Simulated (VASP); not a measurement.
# WSe2 in VASP: relaxation of the atoms with PBEsol+D3(BJ)

Aim: the relaxation of the atoms of WSe2 with PBEsol+D3(BJ).

Everything below comes from runs of VASP 6.6.1. Logs are shortened: lines on timing, memory, paths and dates and some standing lists are left out, and cuts for length are marked.

**1. The cell of the first run**

The cell holds a slab with vacuum, 6 atoms: a = 3.318 Å, b = 3.318 Å, c = 24.069 Å, α = 90.00°, β = 90.00°, γ = 120.00°.

**2. Relaxation of the atoms, PBEsol+D3(BJ)**

Contents of INCAR:

```
ALGO     = Normal         # electronic algorithm
EDIFF    = 1E-6           # SCF threshold, eV
EDIFFG   = -0.01          # ionic threshold
ENCUT    = 520            # plane-wave cutoff, eV
GGA      = PS             # functional
IBRION   = 2              # ionic algorithm
ISIF     = 2              # what is computed and relaxed
ISMEAR   = 0              # smearing method
IVDW     = 12             # dispersion correction
KPAR     = 4            
LASPH    = T              # aspherical terms in the spheres
LCHARG   = F              # write CHGCAR
LREAL    = F              # projectors in reciprocal space
LWAVE    = F              # write WAVECAR
NELM     = 60             # most SCF steps
NSW      = 60             # ionic steps
PREC     = Accurate       # precision mode
SIGMA    = 0.02           # smearing width, eV
```

Contents of KPOINTS:

```
k-points
0
Gamma
  12 12 2
```

Contents of POSCAR:

```
WSe2
1.0
    3.3178532690      0.0000000000      0.0000000000
   -1.6589266345      2.8733452170      0.0000000000
    0.0000000000      0.0000000000     24.0685192700
W Se
2 4
Direct
    0.6666666700      0.3333333300      0.1415375200
    0.3333333300      0.6666666700      0.8584624800
    0.3333333300      0.6666666700      0.2105944900
    0.6666666700      0.3333333300      0.9275621000
    0.3333333300      0.6666666700      0.0724379000
    0.6666666700      0.3333333300      0.7894055100
```

Potentials or basis: VASP PAW PBE potentials, release 64 (W_sv, Se).

The run is started by

```sh
$ cat potpaw_PBE.64/W_sv/POTCAR potpaw_PBE.64/Se/POTCAR > POTCAR
$ mpirun -np 4 vasp_std > vasp.out
```

OUTCAR:

```text
EDIFF = 1E-6
   EDIFFG = -0.01
   ENCUT = 520
   GGA = PS
   IBRION = 2
   ISIF = 2
   ISMEAR = 0
   IVDW = 12
   LASPH = T
   LREAL = F
   NELM = 60
   NSW = 60
   PREC = Accurate
 IVDW          = 12

 ion  position               nearest neighbor table
   1  0.667  0.333  0.142-   3 2.54   3 2.54   3 2.54   5 2.54   5 2.54   5 2.54
   2  0.333  0.667  0.858-   6 2.54   6 2.54   6 2.54   4 2.54   4 2.54   4 2.54
   3  0.333  0.667  0.211-   1 2.54   1 2.54   1 2.54
   4  0.667  0.333  0.928-   2 2.54   2 2.54   2 2.54
   5  0.333  0.667  0.072-   1 2.54   1 2.54   1 2.54
   6  0.667  0.333  0.789-   2 2.54   2 2.54   2 2.54

  LATTYP: Found a hexagonal cell.
 ALAT       =     3.3178532690
 C/A-ratio  =     7.2542446331

  Lattice vectors:

 A1 = (   3.3178532690,   0.0000000000,   0.0000000000)
 A2 = (  -1.6589266345,   2.8733452170,   0.0000000000)
 A3 = (   0.0000000000,   0.0000000000,  24.0685192700)

Analysis of symmetry for initial positions (statically):
=====================================================================
 Subroutine PRICEL returns:
 Original cell was already a primitive cell.

 Routine SETGRP: Setting up the symmetry group for a
 hexagonal supercell.

 Subroutine GETGRP returns: Found 12 space group operations
 (whereof 12 operations were pure point group operations)
 out of a pool of 24 trial point group operations.

The static configuration has the point symmetry D_3d.

Analysis of symmetry for dynamics (positions and initial velocities):
=====================================================================
 Subroutine PRICEL returns:
 Original cell was already a primitive cell.

 Routine SETGRP: Setting up the symmetry group for a
 hexagonal supercell.

 Subroutine GETGRP returns: Found 12 space group operations
 (whereof 12 operations were pure point group operations)
 out of a pool of 24 trial point group operations.

The dynamic configuration has the point symmetry D_3d.

 Subroutine INISYM returns: Found 12 space group operations
 (whereof 12 operations are pure point group operations),
 and found     1 'primitive' translations

----------------------------------------------------------------------------------------

                                     Primitive cell

  volume of cell :     229.4533

  direct lattice vectors                    reciprocal lattice vectors
     3.317853269  0.000000000  0.000000000     0.301399706  0.174013201  0.000000000
    -1.658926634  2.873345217  0.000000000     0.000000000  0.348026403  0.000000000
     0.000000000  0.000000000 24.068519270     0.000000000  0.000000000  0.041548048

  length of vectors
     3.317853269  3.317853269 24.068519270     0.348026403  0.348026403  0.041548048

[... 87 lines left out ...]
   NELM   =     60;   NELMIN=  2; NELMDL= -5     # of ELM steps
   EDIFF  = 0.1E-05   stopping-criterion for ELM
   LREAL  =      F    real-space projection
   EDIFFG = -.1E-01   stopping-criterion for IOM
   NSW    =     60    number of steps for IOM
   IBRION =      2    ionic relax: 0-MD 1-quasi-New 2-CG
   NFREE  =      1    steps in history (QN), initial steepest desc. (CG)
   ISIF   =      2    stress and relaxation
   ISYM   =      2    0-nonsym 1-usesym 2-fastsym
   POTIM  = 0.5000    time-step for ionic-motion
   TEBEG  =    0.0;   TEEND  =   0.0 temperature during run
   PSTRESS=    0.0 pullay stress
   NELECT =      52.0000    total number of electrons
   NUPDOWN=      -1.0000    fix difference up-down
   EMIN   =  10.00;   EMAX   =-10.00  energy-range for DOS
   EFERMI =   0.00;   METHOD = LEGACY
   ISMEAR =     0;   SIGMA  =   0.02  broadening in eV -4-tet -1-fermi 0-gaus
   EFERMI_NEDOS =   21; number of points for ismear=-14 and -15
   IALGO  =     38    algorithm
   IMIX   =      4    mixing-type and parameters
     AMIX     =   0.40;   BMIX     =  1.00
     AMIX_MAG =   1.60;   BMIX_MAG =  1.00
  volume/ion in A,a.u.               =      38.24       258.07
  Fermi-wavevector in a.u.,A,eV,Ry     =   0.998109  1.886152 13.554408  0.996221
  Thomas-Fermi vector in A             =   2.130310
   LORBIT       =      0    0 simple, 1 ext, 2 COOP (PROOUT), +10 PAW based schemes
   GGA     = PS    functional components
   LHFCALC =     F    Hartree Fock is set to
   AEXX    =    0.0000 exact exchange contribution
   IVDW    =    12    specifies the selected vdW correction
   LEPSILON=     F    determine dielectric tensor
   LRPA    =     F    only Hartree local field effects (RPA)
 conjugate gradient relaxation of ions
 non-spin polarized calculation
 Gauss-broadening in eV      SIGMA  =   0.02
  energy-cutoff  :      520.00
  volume of cell :      229.45
 maximum number of plane-waves:      6209
 NGX is ok and might be reduce to    28
   NGX = 13   NGY = 13   NGZ = 89

--------------------------------------- Ionic step        1  -------------------------------------------

 number of electron      51.9999994 magnetization

 Free energy of the ion-electron system (eV)
  ---------------------------------------------------
  ext. energy  EPLUGINS =         0.00000000
  ---------------------------------------------------
  free energy    TOTEN  =       -46.47516931 eV

  energy without entropy =      -46.47516931  energy(sigma->0) =      -46.47516931

------------------------ aborting loop because EDIFF is reached ----------------------------------------

 Edisp (eV)   -2.05082

 E8    (eV) :    -1.4020
[... 117 lines left out ...]
  FREE ENERGIE OF THE ION-ELECTRON SYSTEM (eV)
  ---------------------------------------------------
  free  energy   TOTEN  =       -48.5297250793 eV

  energy  without entropy=      -48.5297250793  energy(sigma->0) =      -48.52972508

[... ionic steps 4 to 14 ...]

--------------------------------------- Ionic step       15  -------------------------------------------

 number of electron      51.9999996 magnetization

------------------------ aborting loop because EDIFF is reached ----------------------------------------
[... 83 lines left out ...]
--------------------------------------- Ionic step       17  -------------------------------------------

 number of electron      51.9999996 magnetization

 Free energy of the ion-electron system (eV)
  ---------------------------------------------------
  ext. energy  EPLUGINS =         0.00000000
  ---------------------------------------------------
  free energy    TOTEN  =       -46.44320536 eV

  energy without entropy =      -46.44320536  energy(sigma->0) =      -46.44320536

 E-fermi :   1.2668     XC(G=0):  -6.1398

 val. band max:        1.0868915040   @ k =   0.0000   0.0000   0.0000
 cond. band min:       2.1277164868   @ k =   0.3333   0.3333   0.0000
 fundamental gap:      1.0408249829
 Fermi energy:         1.2667648426

 k-point     1 :       0.0000    0.0000    0.0000
  band No.  band energies     occupation
      1     -73.3468      2.00000
      2     -73.3468      2.00000
      3     -37.5786      2.00000
      4     -37.5786      2.00000
      5     -37.4789      2.00000
      6     -37.4789      2.00000
[... 805 lines left out ...]
     30       3.0817      0.00000
     31       3.6974      0.00000

 [... further k-points ...]

------------------------ aborting loop because EDIFF is reached ----------------------------------------

 Edisp (eV)   -2.18651

 E8    (eV) :    -1.4980
[... 29 lines left out ...]
  FREE ENERGIE OF THE ION-ELECTRON SYSTEM (eV)
  ---------------------------------------------------
  free  energy   TOTEN  =       -48.6297165709 eV

  energy  without entropy=      -48.6297165709  energy(sigma->0) =      -48.62971657

 reached required accuracy - stopping structural energy minimisation
```

Run time: 23 min. Hardware: 4 MPI ranks of Intel Xeon Platinum 8259CL at 2.50GHz (Skylake/Cascade Lake), shared host; peak memory 0.55 GiB.

Results:

```yaml
Free_energy: -48.6297 eV
Energy_gained_by_relaxing: 17.3 meV/atom
Ionic_steps: 17
Largest_force_after_relaxing: 0.007 eV/Å
Band_gap_on_the_k_mesh: 1.04 eV (least direct gap 1.43 eV)
Dispersion_energy_per_atom: -0.364 eV
```

Forces on the atoms (eV/Å):
```
W    0.000  0.000  0.007
W    0.000  0.000 -0.007
Se   0.000  0.000 -0.002
Se   0.000  0.000 -0.004
Se   0.000  0.000  0.004
Se   0.000  0.000  0.002
```

The path:
| step | energy change (eV) | largest force (eV/Å) | pressure (GPa) |
| --- | --- | --- | --- |
| 1 | 0.0000 | 0.1500 | -2.63 |
| 2 | -0.0022 | 0.0843 | -2.46 |
| 3 | -0.0037 | 0.1640 | -2.18 |
| 4 | -0.0054 | 0.1629 | -2.18 |
| 5 | -0.0106 | 0.1598 | -2.20 |
| 6 | -0.0207 | 0.1516 | -2.24 |
| 7 | -0.0403 | 0.1330 | -2.32 |
| 8 | -0.0745 | 0.1774 | -2.45 |
| 9 | -0.0894 | 0.3802 | -2.51 |
| 10 | -0.0958 | 0.2862 | -2.52 |
| 11 | -0.0970 | 0.3097 | -2.53 |
| 12 | -0.1001 | 0.2221 | -2.43 |
| 13 | -0.1021 | 0.1534 | -2.26 |
| 14 | -0.1030 | 0.1005 | -2.17 |
| 15 | -0.1036 | 0.0308 | -2.02 |
| 16 | -0.1037 | 0.0336 | -1.98 |
| 17 | -0.1037 | 0.0071 | -1.96 |

Final structure:
```xyz
6
Lattice="3.3179 0.0000 0.0000 -1.6589 2.8733 0.0000 0.0000 0.0000 24.0685" Properties=species:S:1:pos:R:3 pbc="T T T"
W     1.6589    0.9578    3.0763
W     0.0000    1.9156   20.9922
Se    0.0000    1.9156    4.7296
Se    1.6589    0.9578   22.6456
Se    0.0000    1.9156    1.4229
Se    1.6589    0.9578   19.3389
```

Levels at points of the mesh, in eV from the valence-band top:
```
           k point  band 23  band 24  band 25  band 26  band 27  band 28  band 29  band 30
(0.00, 0.00, 0.00)    -1.74    -1.74    -0.84     0.00     2.41     2.41     2.49     2.49
(0.50, 0.00, 0.00)    -1.57    -1.51    -1.37    -1.35     1.87     1.91     2.20     2.37
(0.00, 0.00, 0.50)    -1.74    -1.74    -0.84     0.00     2.41     2.41     2.49     2.49
(0.50, 0.00, 0.50)    -1.57    -1.51    -1.37    -1.35     1.87     1.91     2.20     2.37
```

Caveat: there is no dipole correction, which matters where the two faces differ; the PAW data sets were made with another functional, which shifts forces and pressure a little; spin-orbit coupling is left out, which moves the levels of the heavy elements.
